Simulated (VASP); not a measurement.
The system is SiNi3.

```
Ni Si
1.0
     3.54200    0.00000    0.00000
     0.00000    3.54200    0.00000
     0.00000    0.00000    3.54200
Ni Si
3 1
Direct
  0.50000 0.50000 0.00000
  0.50000 0.00000 0.50000
  0.00000 0.50000 0.50000
  0.00000 0.00000 0.00000
```

Base run:

| Property | Result |
| --- | --- |
| Program | VASP 6.6.1 |
| Functional | PBE |
| Potentials or basis | VASP PAW PBE potentials, release 64 (Ni, Si) |
| Cutoff | 520 eV |
| k mesh | 6 × 6 × 6 |
| Occupations | fermi-dirac, width 0.05 eV |
| Spin | collinear spin, ferromagnetic start |
| Starting moments | [0.5, 0.5, 0.5, 0.0] μB |
| Fixed moment | 1.5 μB |

Its results: pressure -3.6 GPa; site moments Ni +0.49; Si +0.03 μB.

Q: The run is repeated on the same cell with these changes: functional from PBE to PBEsol; further incar settings from ALGO = Normal; EDIFF = 1e-07; NBANDS = 29 to ALGO = Normal; EDIFF = 1e-06; NBANDS = 29. What comes out?

A: Pressure -11.6 GPa; site moments Ni +0.49; Si +0.03 μB.

Caveats: the cell stands under tension; the total moment is fixed, so each spin has its own Fermi level; the PAW data sets were made with another functional, which shifts forces and pressure a little (at least some runs).
